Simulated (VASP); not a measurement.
# BN (P6_3/mmc) in VASP: further runs

Runs on BN. Level: LDA. Tasks: elastic constants, vibrations by perturbation theory.

Everything below comes from runs of VASP 6.6.1. Logs are shortened: lines on timing, memory, paths and dates and some standing lists are left out, and cuts for length are marked.

**1. The cell of the first run**

It takes space group P6_3/mmc (No. 194, hexagonal). Conventional cell: a = 2.498 Å, b = 2.498 Å, c = 6.636 Å, α = 90.00°, β = 90.00°, γ = 120.00°. N (site symmetry -6m2) has 3 B at 1.44 Å within 1.9 Å. B (site symmetry -6m2) has 3 N at 1.44 Å within 1.9 Å.

**2. Elastic constants, LDA**

File INCAR:

```
SYSTEM = BN
  ALGO = Normal
  EDIFF = 1E-8
  ENCUT = 600
  GGA = CA
  IBRION = 6
  ISIF = 3
  ISMEAR = 0
  LASPH = .TRUE.
  LCHARG = .FALSE.
  LREAL = .FALSE.
  LWAVE = .FALSE.
  NBANDS = 16
  NELM = 60
  NFREE = 2
  NSW = 1
  POTIM = 0.015
  PREC = Accurate
  SIGMA = 0.01
```

File KPOINTS:

```
k-points
0
G
  9 9 3
  0 0 0
```

File POSCAR:

```
BN
1.0
    2.4982400000      0.0000000000      0.0000000000
   -1.2491200000      2.1635393048      0.0000000000
    0.0000000000      0.0000000000      6.6357000000
N B
2 2
Direct
    0.6666666667      0.3333333333      0.2500000000
    0.3333333333      0.6666666667      0.7500000000
    0.6666666667      0.3333333333      0.7500000000
    0.3333333333      0.6666666667      0.2500000000
```

Potentials or basis: VASP PAW LDA potentials, release 64 (N, B).

Run with:

```bash
$ cat potpaw_LDA.64/N/POTCAR potpaw_LDA.64/B/POTCAR > POTCAR
$ mpirun -np 1 vasp_std > vasp.out
```

OUTCAR:

```text
SYSTEM = BN
   EDIFF = 1E-8
   ENCUT = 600
   GGA = CA
   IBRION = 6
   ISIF = 3
   ISMEAR = 0
   LASPH = .TRUE.
   LREAL = .FALSE.
   NELM = 60
   NFREE = 2
   NSW = 1
   POTIM = 0.015
   PREC = Accurate

 ion  position               nearest neighbor table
   1  0.667  0.333  0.250-   4 1.44   4 1.44   4 1.44
   2  0.333  0.667  0.750-   3 1.44   3 1.44   3 1.44
   3  0.667  0.333  0.750-   2 1.44   2 1.44   2 1.44
   4  0.333  0.667  0.250-   1 1.44   1 1.44   1 1.44

  LATTYP: Found a hexagonal cell.
 ALAT       =     2.4982400000
 C/A-ratio  =     2.6561499296

  Lattice vectors:

 A1 = (   2.4982400000,   0.0000000000,   0.0000000000)
 A2 = (  -1.2491200000,   2.1635393048,   0.0000000000)
 A3 = (   0.0000000000,   0.0000000000,   6.6357000000)

Analysis of symmetry for initial positions (statically):
=====================================================================
 Subroutine PRICEL returns:
 Original cell was already a primitive cell.

 Routine SETGRP: Setting up the symmetry group for a
 hexagonal supercell.

 Subroutine GETGRP returns: Found 24 space group operations
 (whereof 12 operations were pure point group operations)
 out of a pool of 24 trial point group operations.

The static configuration has the point symmetry D_3d.
 The point group associated with its full space group is D_6h.

Analysis of symmetry for dynamics (positions and initial velocities):
=====================================================================
 Subroutine PRICEL returns:
 Original cell was already a primitive cell.

 Routine SETGRP: Setting up the symmetry group for a
 hexagonal supercell.

 Subroutine GETGRP returns: Found 24 space group operations
 (whereof 12 operations were pure point group operations)
[... 806 lines left out ...]
      3      -5.8521      2.00000
      4      -5.7679      2.00000
      5      -4.8809      2.00000
      6      -4.8794      2.00000
[... 8 lines left out ...]
     15      19.2889      0.00000
     16      19.7566      0.00000

 [... further k-points ...]

------------------------ aborting loop because EDIFF is reached ----------------------------------------

  FORCE on cell =-STRESS in cart. coord.  units (eV):
  Direction    XX          YY          ZZ          XY          YZ          ZX
  --------------------------------------------------------------------------------------
  -------------------------------------------------------------------------------------
  Total       -0.8048975     -0.8048975     -0.1786455     -0.0000000      0.0000000      0.0000000
  in kB      -35.9555110    -35.9555110     -7.9802580     -0.0000000      0.0000000      0.0000000
  external PRESSURE =     -26.6304266 kB  Pullay stress =       0.0000000 kB
[... 19 lines left out ...]
  FREE ENERGIE OF THE ION-ELECTRON SYSTEM (eV)
  ---------------------------------------------------
  free  energy   TOTEN  =       -38.5802699274 eV

  energy  without entropy=      -38.5802699274  energy(sigma->0) =      -38.58026993

 INTERNAL STRAIN TENSORS FROM STRAINED CELLS
 ============================================

 INTERNAL STRAIN TENSOR FOR ION    1 for displacements in x,y,z  (eV/Angst):
          X           Y           Z          XY          YZ          ZX
  --------------------------------------------------------------------------------
  x     0.00000     0.00000     0.00000    12.86374     0.00000     0.00000
  y    12.90656   -12.95484     0.00000    -0.00057     0.00012     0.00021
  z    -0.00000     0.00000     0.00000     0.00000    -0.00118    -0.00000

 INTERNAL STRAIN TENSORS FROM DISPLACED ATOMS
 ============================================

 INTERNAL STRAIN TENSOR FOR ION    1 for displacements in x,y,z  (eV/Angst):
          X           Y           Z          XY          YZ          ZX
  --------------------------------------------------------------------------------
  x    -0.00000    -0.00000     0.00000    12.88033     0.00000     0.00000
  y    12.88033   -12.88033     0.00000     0.00000     0.00000     0.00000
  z     0.00000     0.00000     0.00000     0.00000     0.00000     0.00000

 INTERNAL STRAIN TENSOR FOR ION    4 for displacements in x,y,z  (eV/Angst):
          X           Y           Z          XY          YZ          ZX
  --------------------------------------------------------------------------------
  x     0.00000     0.00000     0.00000   -12.71582     0.00000     0.00000
  y   -12.71582    12.71582     0.00000     0.00000     0.00000     0.00000
  z     0.00000     0.00000     0.00000     0.00000     0.00000     0.00000

 Eigenvectors and eigenvalues of the dynamical matrix
 ----------------------------------------------------

   1 f  =   40.851409 THz   256.676971 2PiTHz 1362.656318 cm-1   168.947775 meV
             X         Y         Z           dx          dy          dz
      1.249120  0.721180  1.658925     0.000002    0.466743    0.000000
     -0.000000  1.442360  4.976775     0.000002    0.466743    0.000000
      1.249120  0.721180  4.976775    -0.000002   -0.531179   -0.000000
     -0.000000  1.442360  1.658925    -0.000002   -0.531179   -0.000000
[... 71 lines left out ...]
  12 f/i=    0.001962 THz     0.012331 2PiTHz    0.065461 cm-1     0.008116 meV
             X         Y         Z           dx          dy          dz
      1.249120  0.721180  1.658925    -0.000000   -0.000000   -0.531130
     -0.000000  1.442360  4.976775    -0.000000   -0.000000   -0.531130
      1.249120  0.721180  4.976775    -0.000000   -0.000000   -0.466799
     -0.000000  1.442360  1.658925    -0.000000   -0.000000   -0.466799

--------------------------------------------------------------------------------------------------------

 ELASTIC MODULI CONTR FROM IONIC RELAXATION (kBar)
 Direction    XX          YY          ZZ          XY          YZ          ZX
 --------------------------------------------------------------------------------
 XX        -361.9372    361.9372     -0.0000      0.0000      0.0000      0.0000
 YY         361.9372   -361.9372      0.0000     -0.0000      0.0000      0.0000
 ZZ          -0.0000      0.0000     -0.0000      0.0000      0.0000      0.0000
 XY           0.0000     -0.0000      0.0000   -361.9372      0.0000      0.0000
 YZ           0.0000      0.0000      0.0000      0.0000      0.0000      0.0000
 ZX           0.0000      0.0000      0.0000      0.0000      0.0000      0.0000
 --------------------------------------------------------------------------------

 TOTAL ELASTIC MODULI (kBar)
 Direction    XX          YY          ZZ          XY          YZ          ZX
 --------------------------------------------------------------------------------
 XX        8819.5780   2044.2082     13.2697      0.0000      0.0000      0.0000
 YY        2044.2082   8819.5780     13.2697     -0.0000     -0.0000      0.0000
 ZZ          13.2697     13.2697    201.6198     -0.0000     -0.0000      0.0000
 XY           0.0000     -0.0000     -0.0000   3387.6849      0.0000      0.0000
 YZ           0.0000      0.0000     -0.0000     -0.0000     56.8407      0.0000
 ZX           0.0000      0.0000      0.0000      0.0000      0.0000     56.8408
 --------------------------------------------------------------------------------
```

Run time: 7.6 min. Hardware: 1 thread of Intel Xeon Platinum 8488C (Sapphire Rapids), shared host; peak memory 0.22 GiB.

Results:

- Voigt bulk modulus: 244 GPa
- Highest phonon frequency at Γ, LO-TO splitting left out: 1363 cm⁻¹

Phonon frequencies in cm⁻¹ (negative: imaginary):
```tsv
q point	frequencies
(0.000, 0.000, 0.000)	0 0 0 45 45 96 760 813 1363 1363 1363 1363
```

Elastic tensor in Voigt notation (GPa, in the Cartesian axes of the cell as first typed):
```
882 204   1   0   0   0
204 882   1   0   0   0
  1   1  20   0   0   0
  0   0   0   6   0   0
  0   0   0   0   6   0
  0   0   0   0   0 339
```

Clamped-ion elastic tensor (GPa):
```
918 168   1   0   0   0
168 918   1   0   0   0
  1   1  20   0   0   0
  0   0   0   6   0   0
  0   0   0   0   6   0
  0   0   0   0   0 375
```

Caveat: the cell is under stress, which shifts elastic constants.

**3. Vibrations by perturbation theory, LDA**

File INCAR:

```
SYSTEM = BN
PREC = Accurate
ENCUT = 520
EDIFF = 1E-8
ISMEAR = 0
SIGMA = 0.01
LREAL = .False.
LASPH = .True.
NELM = 60
ALGO = Normal
ISIF = 2
LWAVE = .False.
LCHARG = .False.
IBRION = 8
NSW = 1
LEPSILON = .True.
```

File KPOINTS:

```
Automatic mesh
0
Gamma
  9 9 3
  0 0 0
```

POSCAR is that of step 2.

Potentials or basis: VASP PAW LDA potentials, release 64 (N, B).

Run with:

```bash
$ cat potpaw_LDA.64/N/POTCAR potpaw_LDA.64/B/POTCAR > POTCAR
$ mpirun -np 1 vasp_std > vasp.out
```

OUTCAR:

```text
SYSTEM = BN
   PREC = Accurate
   ENCUT = 520
   EDIFF = 1E-8
   ISMEAR = 0
   LREAL = .False.
   LASPH = .True.
   NELM = 60
   ISIF = 2
   IBRION = 8
   NSW = 1
   LEPSILON = .True.

 ion  position               nearest neighbor table
   1  0.667  0.333  0.250-   4 1.44   4 1.44   4 1.44
   2  0.333  0.667  0.750-   3 1.44   3 1.44   3 1.44
   3  0.667  0.333  0.750-   2 1.44   2 1.44   2 1.44
   4  0.333  0.667  0.250-   1 1.44   1 1.44   1 1.44

  LATTYP: Found a hexagonal cell.
[... 787 lines left out ...]
             X         Y         Z           dx          dy          dz
      1.249120  0.721180  1.658925     0.000000    0.000000    0.531126
     -0.000000  1.442360  4.976775     0.000000    0.000000    0.531126
      1.249120  0.721180  4.976775     0.000000    0.000000    0.466803
     -0.000000  1.442360  1.658925     0.000000    0.000000    0.466803

--------------------------------------------------------------------------------------------------------

 MACROSCOPIC STATIC DIELECTRIC TENSOR IONIC CONTRIBUTION
 ------------------------------------------------------
           1.777702     0.000000    -0.000000
           0.000000     1.777702     0.000000
          -0.000000     0.000000     0.454180
 ------------------------------------------------------

 ELASTIC MODULI CONTR FROM IONIC RELAXATION (kBar)
 Direction    XX          YY          ZZ          XY          YZ          ZX
 --------------------------------------------------------------------------------
 XX        -405.1507    405.1507      0.0000      0.0000     -0.0000      0.0000
 YY         405.1507   -405.1507     -0.0000     -0.0000      0.0000      0.0000
 ZZ           0.0000     -0.0000     -0.0000     -0.0000     -0.0000      0.0000
 XY           0.0000     -0.0000     -0.0000   -405.1507     -0.0000      0.0000
 YZ          -0.0000      0.0000     -0.0000     -0.0000     -0.0000      0.0000
 ZX           0.0000      0.0000      0.0000      0.0000      0.0000      0.0000
 --------------------------------------------------------------------------------

 PIEZOELECTRIC TENSOR IONIC CONTR  for field in x, y, z        (C/m^2)
          XX          YY          ZZ          XY          YZ          ZX
  --------------------------------------------------------------------------------
  x     0.00000    -0.00000    -0.00000     0.00000     0.00000     0.00000
  y     0.00000    -0.00000     0.00000     0.00000    -0.00000     0.00000
  z     0.00000    -0.00000     0.00000    -0.00000     0.00000     0.00000
```

OSZICAR:

```text
N       E                     dE             d eps       ncg     rms          rms(c)
DAV:   1     0.562322676228E+02    0.56232E+02   -0.83676E+03   576   0.123E+03
DAV:   2    -0.386470287743E+02   -0.94879E+02   -0.85532E+02   848   0.249E+02
DAV:   3    -0.425530409033E+02   -0.39060E+01   -0.38808E+01   732   0.531E+01
[... 184 lines left out ...]
RMM:   8    -0.472542603958E-01   -0.23911E-06   -0.10091E-08  1325   0.294E-04    0.332E-05
RMM:   9    -0.472543505692E-01   -0.90173E-07   -0.23411E-08  1367   0.124E-04    0.136E-05
RMM:  10    -0.472543813977E-01   -0.30829E-07   -0.13982E-08  1384   0.830E-05    0.228E-06
RMM:  11    -0.472543919714E-01   -0.10574E-07   -0.34294E-09  1279   0.641E-05    0.671E-07
RMM:  12    -0.472543903136E-01    0.16579E-08   -0.40836E-09  1033   0.612E-05    0.117E-07
 Linear response finished
```

It took 8.2 min on 1 thread of AMD EPYC 7R13, shared host; peak memory 0.19 GiB.

What came out:

```
Electronic dielectric tensor (diagonal)                 : 4.84, 4.84, 2.76
Born charges (mean of the diagonal)                     : N -2.06; B +2.06 e
Highest phonon frequency at Γ, LO-TO splitting left out : 1362 cm⁻¹
```

Phonon frequencies in cm⁻¹ (negative: imaginary):
```csv
q point,frequencies
"(0.000, 0.000, 0.000)",0 0 0 47 47 97 760 813 1362 1362 1362 1362
```

Electronic dielectric tensor:
```
4.84 0.00 0.00
0.00 4.84 0.00
0.00 0.00 2.76
```

Born effective charge tensors (e):
atom 1, N
```
-2.71  0.00  0.00
 0.00 -2.71  0.00
 0.00  0.00 -0.76
```
atom 2, N
```
-2.71  0.00  0.00
 0.00 -2.71  0.00
 0.00  0.00 -0.76
```
atom 3, B
```
2.71 0.00 0.00
0.00 2.71 0.00
0.00 0.00 0.76
```
atom 4, B
```
2.71 0.00 0.00
0.00 2.71 0.00
0.00 0.00 0.76
```

Caveat: the cell wasn't relaxed at this level first, which shifts response properties.
